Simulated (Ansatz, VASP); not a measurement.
CsH in VASP and in Ansatz

```
Cs H
1.0
     3.05297    3.05297    0.00000
    -3.05297    3.05297    0.00000
     0.00000    0.00000    5.73610
Cs H
2 2
Direct
  0.00000 0.00000 0.00000
  0.50000 0.50000 0.50000
  0.50000 0.50000 0.00000
  0.00000 0.00000 0.50000
```

Alike in both runs: task single point; functional LDA; k mesh 6 × 6 × 6; occupations gaussian, width 0.02 eV; no spin polarisation.

|  | VASP | Ansatz |
| --- | --- | --- |
| version | VASP 6.6.1 | Ansatz 0.2.0 |
| potentials or method | VASP PAW LDA potentials, release 64 (Cs_sv, H), cutoff 520 eV | scalar-relativistic, plane waves, PAW |
| valence electrons in the cell | 20 | 20 |

Ansatz gave:

| Quantity | Value |
| --- | --- |
| gap on the k mesh at the Fermi level (eV) | 1.61 |
| least direct gap on the mesh (eV) | 1.61 |
| pressure (GPa) | 0.9 |
| traceless stress, the component that is largest in VASP (GPa) | 1.88 |

Question: Which values does VASP return?

Answer: gap on the k mesh at the Fermi level (eV): 1.58; least direct gap on the mesh (eV): 1.58; pressure (GPa): 1.0; traceless stress, the component that is largest in VASP (GPa): 1.92.

LDA's correlation is that of Perdew and Zunger in VASP and of Perdew and Wang (1992) in Ansatz.

Neither program's run includes spin-orbit coupling.
